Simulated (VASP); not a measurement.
A run of VASP 6.6.1 is set up as follows.

Contents of INCAR:

```
SYSTEM = Sn
  ALGO = Normal
  EDIFF = 1E-7
  EDIFFG = -0.002
  ENCUT = 500
  GGA = PS
  GGA_COMPAT = .FALSE.
  IBRION = 2
  ISIF = 3
  ISMEAR = -1
  IVDW = 13
  LASPH = .TRUE.
  LCHARG = .FALSE.
  LREAL = .FALSE.
  LWAVE = .FALSE.
  NELM = 120
  NELMIN = 4
  NSW = 100
  PREC = Accurate
  PSTRESS = 50.0
  SIGMA = 0.1
```

The input KPOINTS:

```
k-points
0
G
  14 14 14
  0 0 0
```

Contents of POSCAR:

```
Sn
1.0
    0.0000000000      3.2703894509      3.2703894509
    3.2703894509      0.0000000000      3.2703894509
    3.2703894509      3.2703894509      0.0000000000
Sn
2
Direct
    0.5000000000      0.5000000000      0.5000000000
    0.7500000000      0.7500000000      0.7500000000
```

Potentials or basis: VASP PAW PBE potentials, release 64 (Sn_d).

Run with:

```bash
$ cat potpaw_PBE.64/Sn_d/POTCAR > POTCAR
$ mpirun -np 1 vasp_std > vasp.out
```

What does it give for the dispersion energy per atom?

-0.217 eV.

Estimate the relaxed cell.

a = 4.455 Å, b = 4.455 Å, c = 4.455 Å, α = 60.00°, β = 60.00°, γ = 60.00°.

Estimate the space group after relaxing (to 0.1 Å).

Fd-3m (No. 227).

Predict the band gap on the k mesh.

zero (filled and empty bands touch).

Step by step:
```
step  energy change (eV)  largest force (eV/Å)  pressure (GPa)  volume (Å³)
   1              0.0000                0.0000           -0.90        69.96
   2              0.3208                0.0000           11.44        57.71
   3              0.0786                0.0000            4.94        62.59
   4              0.0830                0.0000            5.09        62.45
   5              0.0787                0.0000            4.94        62.59
   6              0.0805                0.0000            5.00        62.53
```

Caveat: the cell is relaxed towards a set pressure, so the run minimises the enthalpy, not the energy; the PAW data sets were made with another functional, which shifts forces and pressure a little; spin-orbit coupling is left out, which moves the levels of the heavy elements.
